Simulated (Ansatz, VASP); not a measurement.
## Ge: VASP beside Ansatz

```
Ge
1.0
     3.99762    0.00000    0.00000
    -1.99881    3.46204    0.00000
     0.00000    0.00000    6.59282
Ge
4
Cartesian
  0.0000 2.3080 0.0024
  1.9988 1.1540 3.2988
  0.0000 2.3080 2.4699
  1.9988 1.1540 5.7663
```

Alike in both runs: task single point; functional r2SCAN; k mesh 12 × 12 × 4; occupations fermi-dirac, width 0.02 eV; no spin polarisation.

|  | VASP | Ansatz |
| --- | --- | --- |
| version | VASP 6.6.1 | Ansatz 0.2.0 |
| potentials or method | VASP PAW PBE potentials, release 64 (Ge_d) | plane waves, PAW |
| plane-wave cutoff (eV) | 520 | 500 |
| valence electrons in the cell | 56 | 56 |

```tsv
	VASP	Ansatz	Ansatz less VASP
pressure (GPa)	0.1	0.0	-0.04
traceless stress, the component that is largest in VASP (GPa)	0.14	0.16	+0.014
```

VASP's potentials were made for PBE, not for r2SCAN.
